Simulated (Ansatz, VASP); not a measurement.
## Be2SbCl: VASP beside Ansatz

```xyz
4
Lattice="4.3373 0.0000 0.0000 -2.1687 3.7562 0.0000 0.0000 0.0000 5.6619" Properties=species:S:1:pos:R:3 pbc="T T T"
Be    0.0000    2.5041    0.0000
Be    2.1687    1.2521    0.0000
Sb    0.0000    0.0000    0.0000
Cl    0.0000    0.0000    2.8309
```

Alike in both runs: functional PBE; k mesh 12 × 12 × 8; occupations gaussian, width 0.1 eV; no spin polarisation.

Ansatz relaxed the structure, and its values are those at the end. VASP's run is a single point on that final structure, the one shown.

|  | VASP | Ansatz |
| --- | --- | --- |
| version | VASP 6.6.1 | Ansatz 0.2.0 |
| potentials or method | VASP PAW PBE potentials, release 64 (Be, Sb, Cl), cutoff 520 eV | scalar-relativistic, plane waves, PAW |
| valence electrons in the cell | 16 | 26 |

|  | VASP | Ansatz | Ansatz less VASP |
| --- | --- | --- | --- |
| gap on the k mesh at the Fermi level (eV) | none | none | - |
| pressure (GPa) | 0.1 | 0.0 | -0.10 |

A gap of «none» marks a metal or a gap that the smearing closes. VASP's potentials hold 16 valence electrons a cell and Ansatz's 26, so a difference there can come from the potentials and not from the codes.

Spin-orbit coupling is off throughout.
